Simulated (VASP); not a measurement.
# ZnCu2SnSe4 (I-42m) in VASP: single point with PBE

Aim: the single point of ZnCu2SnSe4 with PBE.

Everything below comes from runs of VASP 6.6.1. Logs are shortened: lines on timing, memory, paths and dates and some standing lists are left out, and cuts for length are marked.

### Step 1. The cell of the first run

It takes space group I-42m (No. 121, tetragonal). Conventional cell: a = 5.662 Å, b = 5.662 Å, c = 11.091 Å, α = 90.00°, β = 90.00°, γ = 90.00°. Within 3.3 Å of Sn (site symmetry -42m) lie 4 Se at 2.46 Å. Within 3.1 Å of Se (site symmetry m) lie 2 Cu at 2.36 Å and 1 Sn at 2.46 Å and 1 Zn at 2.58 Å. Cu (site symmetry -4) has 4 Se at 2.36 Å within 3.1 Å. Zn (site symmetry -42m) has 4 Se at 2.58 Å within 3.4 Å.

### Step 2. Single point, PBE

The input, INCAR:

```
PREC = Accurate
ENCUT = 520
EDIFF = 1E-6
ISMEAR = 1
SIGMA = 0.2432
LREAL = False
LASPH = True
NELM = 80
ALGO = Normal
ISIF = 2
LWAVE = False
LCHARG = False
GGA = PE
NBANDS = 46
```

The input, KPOINTS:

```
regular mesh
0
Gamma
  4 4 4
```

The input, POSCAR:

```
ZnCu2SnSe4
1.0
    0.0000000000      5.6619930000      0.0000000000
    5.6619930000      0.0000000000      0.0000000000
    2.8309970000      2.8309970000     -5.5455730000
Sn Se Cu Zn
1 4 2 1
Direct
    0.5000000000      0.5000000000      0.0000000000
    0.3973000000      0.3973000000      0.7236000000
    0.6027000000      0.1209000000      0.2764000000
    0.8791000000      0.8791000000      0.7236000000
    0.1209000000      0.6027000000      0.2764000000
    0.7500000000      0.2500000000      0.5000000000
    0.2500000000      0.7500000000      0.5000000000
    0.0000000000      0.0000000000      0.0000000000
```

Potentials or basis: VASP PAW PBE potentials, release 64 (Sn_d, Se, Cu, Zn).

Launch:

```
$ cat potpaw_PBE.64/Sn_d/POTCAR potpaw_PBE.64/Se/POTCAR potpaw_PBE.64/Cu/POTCAR potpaw_PBE.64/Zn/POTCAR > POTCAR
$ mpirun -np 1 vasp_std > vasp.out
```

OUTCAR:

```text
PREC = Accurate
   ENCUT = 520
   EDIFF = 1E-6
   ISMEAR = 1
   LREAL = False
   LASPH = True
   NELM = 80
   ISIF = 2
   GGA = PE

 ion  position               nearest neighbor table
   1  0.500  0.500  0.000-   4 2.46   3 2.46   5 2.46   2 2.46
   2  0.397  0.397  0.724-   6 2.36   7 2.36   1 2.46   8 2.58
   3  0.603  0.121  0.276-   7 2.36   6 2.36   1 2.46   8 2.58
   4  0.879  0.879  0.724-   6 2.36   7 2.36   1 2.46   8 2.58
   5  0.121  0.603  0.276-   6 2.36   7 2.36   1 2.46   8 2.58
   6  0.750  0.250  0.500-   5 2.36   4 2.36   2 2.36   3 2.36
   7  0.250  0.750  0.500-   3 2.36   4 2.36   2 2.36   5 2.36
   8  0.000  0.000  0.000-   2 2.58   3 2.58   5 2.58   4 2.58

  LATTYP: Found a body centered tetragonal cell.
 ALAT       =     5.6619930000
 C/A-ratio  =     1.9588766712

  Lattice vectors:

 A1 = (  -2.8309970000,   2.8309960000,   5.5455730000)
 A2 = (   2.8309960000,  -2.8309970000,   5.5455730000)
 A3 = (   2.8309970000,   2.8309970000,  -5.5455730000)

Analysis of symmetry for initial positions (statically):
=====================================================================
 Subroutine PRICEL returns:
 Original cell was already a primitive cell.

 Routine SETGRP: Setting up the symmetry group for a
 body centered tetragonal supercell.

 Subroutine GETGRP returns: Found  8 space group operations
 (whereof  8 operations were pure point group operations)
 out of a pool of 16 trial point group operations.

The static configuration has the point symmetry D_2d.

Analysis of symmetry for dynamics (positions and initial velocities):
=====================================================================
 Subroutine PRICEL returns:
 Original cell was already a primitive cell.

 Routine SETGRP: Setting up the symmetry group for a
 body centered tetragonal supercell.

 Subroutine GETGRP returns: Found  8 space group operations
 (whereof  8 operations were pure point group operations)
 out of a pool of 16 trial point group operations.

The dynamic configuration has the point symmetry D_2d.

 Subroutine INISYM returns: Found  8 space group operations
 (whereof  8 operations are pure point group operations),
 and found     1 'primitive' translations

----------------------------------------------------------------------------------------

                                     Primitive cell

  volume of cell :     177.7809

  direct lattice vectors                    reciprocal lattice vectors
     0.000000000  5.661993000  0.000000000     0.000000000  0.176616255  0.090162024
     5.661993000  0.000000000  0.000000000     0.176616255  0.000000000  0.090162024
     2.830997000  2.830997000 -5.545573000     0.000000000  0.000000000 -0.180324017

  length of vectors
     5.661993000  5.661993000  6.839771043     0.198298997  0.198298997  0.180324017

  position of ions in fractional coordinates (direct lattice)
     0.500000000  0.500000000  0.000000000
     0.397300000  0.397300000  0.723600000
     0.602700000  0.120900000  0.276400000
     0.879100000  0.879100000  0.723600000
     0.120900000  0.602700000  0.276400000
     0.750000000  0.250000000  0.500000000
     0.250000000  0.750000000  0.500000000
     0.000000000  0.000000000  0.000000000

  ion indices of the primitive-cell ions
   primitive index   ion index
                 1           1
                 2           2
                 3           3
                 4           4
                 5           5
                 6           6
                 7           7
                 8           8

----------------------------------------------------------------------------------------

 KPOINTS: regular mesh

Automatic generation of k-mesh.
 Grid dimensions read from file:
 generate k-points for:    4    4    4

 Generating k-lattice:

  Cartesian coordinates                     Fractional coordinates (reciprocal lattice)
     0.000000000  0.044154064  0.022540506     0.250000000  0.000000000  0.000000000
     0.044154064  0.000000000  0.022540506     0.000000000  0.250000000  0.000000000
     0.000000000  0.000000000 -0.045081004     0.000000000  0.000000000  0.250000000

  Length of vectors
     0.049574749  0.049574749  0.045081004

  Shift w.r.t. Gamma in fractional coordinates (k-lattice)
     0.000000000  0.000000000  0.000000000

 Subroutine IBZKPT returns following result:
 ===========================================

 Found     13 irreducible k-points:

 Following reciprocal coordinates:
            Coordinates               Weight
  0.000000  0.000000  0.000000      1.000000
  0.250000  0.000000  0.000000      8.000000
  0.500000  0.000000  0.000000      4.000000
  0.250000  0.250000  0.000000      8.000000
  0.500000  0.250000  0.000000     16.000000
 -0.250000  0.250000  0.000000      4.000000
  0.500000  0.500000  0.000000      2.000000
  0.000000  0.000000  0.250000      2.000000
  0.500000  0.000000  0.250000      4.000000
 -0.250000  0.000000  0.250000      8.000000
  0.500000  0.500000  0.250000      2.000000
 -0.250000 -0.250000  0.250000      4.000000
  0.000000  0.000000  0.500000      1.000000
   k-points           NKPTS =     13   k-points in BZ     NKDIM =     13   number of bands    NBANDS=     46
   number of dos      NEDOS =    301   number of ions     NIONS =      8
   total plane-waves  NPLWV =  95256
   dimension x,y,z NGX =    42 NGY =   42 NGZ =   54
   dimension x,y,z NGXF=    84 NGYF=   84 NGZF=  108
   ions per type =               1   4   2   1
   NGX,Y,Z   is equivalent  to a cutoff of  12.33, 12.33, 13.13 a.u.
   NGXF,Y,Z  is equivalent  to a cutoff of  24.66, 24.66, 26.25 a.u.
 SYSTEM =  unknown system
   PREC   = accura    normal or accurate (medium, high low for compatibility)
   ISTART =      0    job   : 0-new  1-cont  2-samecut
   ICHARG =      2    charge: 1-file 2-atom 10-const
   ISPIN  =      1    spin polarized calculation?
   LNONCOLLINEAR =      F non collinear calculations
   LSORBIT =      F    spin-orbit coupling
   LASPH  =      T    aspherical Exc in radial PAW
   ENCUT  =  520.0 eV  38.22 Ry    6.18 a.u.  10.53 10.53 12.72*2*pi/ulx,y,z
   NELM   =     80;   NELMIN=  2; NELMDL= -5     # of ELM steps
   EDIFF  = 0.1E-05   stopping-criterion for ELM
   LREAL  =      F    real-space projection
   EDIFFG = 0.1E-04   stopping-criterion for IOM
   NSW    =      0    number of steps for IOM
   IBRION =     -1    ionic relax: 0-MD 1-quasi-New 2-CG
   NFREE  =      0    steps in history (QN), initial steepest desc. (CG)
   ISIF   =      2    stress and relaxation
   ISYM   =      2    0-nonsym 1-usesym 2-fastsym
   POTIM  = 0.5000    time-step for ionic-motion
   TEBEG  =    0.0;   TEEND  =   0.0 temperature during run
   PSTRESS=    0.0 pullay stress
   NELECT =      72.0000    total number of electrons
   NUPDOWN=      -1.0000    fix difference up-down
   EMIN   =  10.00;   EMAX   =-10.00  energy-range for DOS
   EFERMI =   0.00;   METHOD = LEGACY
   ISMEAR =     1;   SIGMA  =   0.24  broadening in eV -4-tet -1-fermi 0-gaus
   EFERMI_NEDOS =   21; number of points for ismear=-14 and -15
   IALGO  =     38    algorithm
   IMIX   =      4    mixing-type and parameters
     AMIX     =   0.40;   BMIX     =  1.00
     AMIX_MAG =   1.60;   BMIX_MAG =  1.00
  volume/ion in A,a.u.               =      22.22       149.97
  Fermi-wavevector in a.u.,A,eV,Ry     =   1.211223  2.288879 19.960566  1.467060
  Thomas-Fermi vector in A             =   2.346745
   LORBIT       =      0    0 simple, 1 ext, 2 COOP (PROOUT), +10 PAW based schemes
   GGA     = PE    functional components
   LHFCALC =     F    Hartree Fock is set to
   AEXX    =    0.0000 exact exchange contribution
   IVDW    =     0    specifies the selected vdW correction
   LEPSILON=     F    determine dielectric tensor
   LRPA    =     F    only Hartree local field effects (RPA)
 non-spin polarized calculation
 Methfessel and Paxton  Order N= 1 SIGMA  =   0.24
  energy-cutoff  :      520.00
  volume of cell :      177.78
 maximum number of plane-waves:      4821
   NGX = 21   NGY = 21   NGZ = 25

 number of electron      71.9999978 magnetization

 Free energy of the ion-electron system (eV)
  ---------------------------------------------------
  ext. energy  EPLUGINS =         0.00000000
  ---------------------------------------------------
  free energy    TOTEN  =       -28.86679500 eV

  energy without entropy =      -28.87452393  energy(sigma->0) =      -28.86937131

 E-fermi :   4.3731     XC(G=0):  -9.6268

 val. band max:        4.3573720979   @ k =   0.0000   0.0000   0.0000
 cond. band min:       4.9155432770   @ k =   0.5000   0.5000   0.0000
 fundamental gap:      0.5581711791
 Fermi energy:         4.3731348202

 k-point     1 :       0.0000    0.0000    0.0000
  band No.  band energies     occupation
      1     -18.0119      2.00000
      2     -18.0119      2.00000
      3     -17.9885      2.00000
      4     -17.9104      2.00000
      5     -17.9034      2.00000
      6     -10.4007      2.00000
[... 38 lines left out ...]
     45       9.1762     -0.00000
     46      10.9193      0.00000

 k-point     2 :       0.2500    0.0000    0.0000
  band No.  band energies     occupation
      1     -18.0121      2.00000
      2     -18.0119      2.00000
      3     -17.9887      2.00000
      4     -17.9103      2.00000
      5     -17.9032      2.00000
      6     -10.2222      2.00000
[... 38 lines left out ...]
     45       9.7856      0.00000
     46      10.0746      0.00000

 k-point     3 :       0.5000    0.0000    0.0000
  band No.  band energies     occupation
      1     -18.0122      2.00000
      2     -18.0119      2.00000
      3     -17.9888      2.00000
      4     -17.9102      2.00000
      5     -17.9030      2.00000
      6      -9.9252      2.00000
[... 38 lines left out ...]
     45      10.0701      0.00000
     46      10.1704      0.00000

 k-point     4 :       0.2500    0.2500    0.0000
  band No.  band energies     occupation
      1     -18.0121      2.00000
      2     -18.0120      2.00000
      3     -17.9889      2.00000
      4     -17.9102      2.00000
      5     -17.9030      2.00000
      6     -10.0084      2.00000
[... 381 lines left out ...]
     45       9.8601      0.00000
     46       9.8601      0.00000

 k-point    12 :      -0.2500   -0.2500    0.2500
  band No.  band energies     occupation
      1     -18.0121      2.00000
      2     -18.0119      2.00000
      3     -17.9889      2.00000
      4     -17.9102      2.00000
      5     -17.9031      2.00000
      6      -9.7892      2.00000
[... 38 lines left out ...]
     45       9.6613      0.00000
     46      10.1311      0.00000

 k-point    13 :       0.0000    0.0000    0.5000
  band No.  band energies     occupation
      1     -18.0117      2.00000
      2     -18.0117      2.00000
      3     -17.9887      2.00000
      4     -17.9102      2.00000
      5     -17.9034      2.00000
      6      -9.8756      2.00000
[... 38 lines left out ...]
     45      10.3219      0.00000
     46      10.3219      0.00000

------------------------ aborting loop because EDIFF is reached ----------------------------------------

  FORCE on cell =-STRESS in cart. coord.  units (eV):
  Direction    XX          YY          ZZ          XY          YZ          ZX
  --------------------------------------------------------------------------------------
  -------------------------------------------------------------------------------------
  Total        7.4891790      7.4891790      7.9788831      0.0000000     -0.0000007     -0.0000007
  in kB       67.4931516     67.4931516     71.9064089      0.0000000     -0.0000065     -0.0000065
  external PRESSURE =      68.9642374 kB  Pullay stress =       0.0000000 kB

 VOLUME and BASIS-vectors are now :
 -----------------------------------------------------------------------------
  energy-cutoff  :      520.00
  volume of cell :      177.78
      direct lattice vectors                 reciprocal lattice vectors
     0.000000000  5.661993000  0.000000000     0.000000000  0.176616255  0.090162024
     5.661993000  0.000000000  0.000000000     0.176616255  0.000000000  0.090162024
     2.830997000  2.830997000 -5.545573000     0.000000000  0.000000000 -0.180324017

 POSITION                                       TOTAL-FORCE (eV/Angst)
 -----------------------------------------------------------------------------------
      2.83100      2.83100      0.00000         0.000000      0.000000      0.000000
      4.29802      4.29802     -4.01278        -1.059577     -1.059577      0.061817
      1.46702      4.19497     -1.53280        -1.059577      1.059577     -0.061817
      7.02597      7.02597     -4.01278         1.059577      1.059577      0.061817
      4.19497      1.46702     -1.53280         1.059577     -1.059577     -0.061817
      2.83100      5.66199     -2.77279         0.000000      0.000000      0.000000
      5.66199      2.83100     -2.77279         0.000000      0.000000      0.000000
      0.00000      0.00000      0.00000         0.000000      0.000000      0.000000
 -----------------------------------------------------------------------------------
    total drift:                               -0.000020     -0.000020     -0.000003

  FREE ENERGIE OF THE ION-ELECTRON SYSTEM (eV)
  ---------------------------------------------------
  free  energy   TOTEN  =       -28.8667949995 eV

  energy  without entropy=      -28.8745239308  energy(sigma->0) =      -28.86937131
```

Wall time 2.4 min (1 thread of AMD EPYC 7R43 (Zen 3), shared host); peak memory 0.32 GiB.

Results:

| Quantity | Value |
| --- | --- |
| Free energy | -28.8668 eV |
| Pressure | 6.9 GPa |
| Largest force | 1.500 eV/Å |
| Band gap on the k mesh | zero (filled and empty bands touch) |

Forces on the atoms (eV/Å):
```
Sn   0.000  0.000  0.000
Se  -1.060 -1.060  0.062
Se  -1.060  1.060 -0.062
Se   1.060  1.060  0.062
Se   1.060 -1.060 -0.062
Cu   0.000  0.000  0.000
Cu   0.000  0.000  0.000
Zn   0.000  0.000  0.000
```

Stress tensor (GPa, compression positive):
```
6.75 0.00 0.00
0.00 6.75 0.00
0.00 0.00 7.19
```

Caveat: the cell stands under pressure; spin-orbit coupling is left out, which moves the levels of the heavy elements; forces of over 1 eV/Å act on the atoms, so gaps and moduli don't describe the material at rest. With open d or f shells a metallic result of PBE can be an artefact of self-interaction; +U or a hybrid may open a gap.
